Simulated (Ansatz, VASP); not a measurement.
One calculation of HfPb3, two programs

Contents of INCAR:

```
SYSTEM = HfPb3
PREC = Accurate
ENCUT = 520
EDIFF = 1E-7
ISMEAR = 0
SIGMA = 0.1
LREAL = .False.
LASPH = .True.
NELM = 60
ALGO = Normal
ISIF = 2
LWAVE = .False.
LCHARG = .False.
GGA = PE
NBANDS = 34
```

The input KPOINTS:

```
regular mesh
0
Gamma
  4 4 4
  0 0 0
```

File POSCAR:

```
HfPb3
1.0
    4.7851689539      0.0000000000      0.0000000000
    0.0000000000      4.7851689539      0.0000000000
    0.0000000000      0.0000000000      4.7851689539
Hf Pb
1 3
Direct
    0.0000000000      0.0000000000      0.0000000000
    0.0000000000      0.5000000000      0.5000000000
    0.5000000000      0.0000000000      0.5000000000
    0.5000000000      0.5000000000      0.0000000000
```

Input for Ansatz:

```yaml
crystal:
  lattice:
    - [4.7851689539, 0.0, 0.0]
    - [0.0, 4.7851689539, 0.0]
    - [0.0, 0.0, 4.7851689539]
  atoms:
    - { symbol: Hf, position: [0.0, 0.0, 0.0] }
    - { symbol: Pb, position: [0.0, 0.5, 0.5] }
    - { symbol: Pb, position: [0.5, 0.0, 0.5] }
    - { symbol: Pb, position: [0.5, 0.5, 0.0] }
basis:
  ecutwfc: 420
kpoints:
  mp_grid: { grid: [4, 4, 4] }
hamiltonian:
  xc: pbe
scf:
  occupations: { method: gaussian, width: 0.1 }
  lower_state_search: "off"
output:
  forces: true
  stress: true
  eigenvalues: true
```

Alike in both runs: task single point; functional PBE; k mesh 4 × 4 × 4; occupations gaussian, width 0.1 eV; no spin polarisation.

```csv
,VASP,Ansatz
version,VASP 6.6.1,Ansatz 0.2.0
potentials or method,"VASP PAW PBE potentials, release 64 (Hf_pv, Pb_d), cutoff 520 eV","scalar-relativistic, plane waves, PAW"
valence electrons in the cell,52,68
```

|  | VASP | Ansatz | Ansatz less VASP |
| --- | --- | --- | --- |
| gap on the k mesh at the Fermi level (eV) | none | none | - |
| pressure (GPa) | 0.6 | 0.7 | +0.17 |

A gap of «none» marks a metal or a gap that the smearing closes. With one functional, cell and mesh, what is left measures potentials, basis and numerics. VASP's potentials hold 52 valence electrons a cell and Ansatz's 68, so a difference there can come from the potentials and not from the codes.

Neither program's run includes spin-orbit coupling.
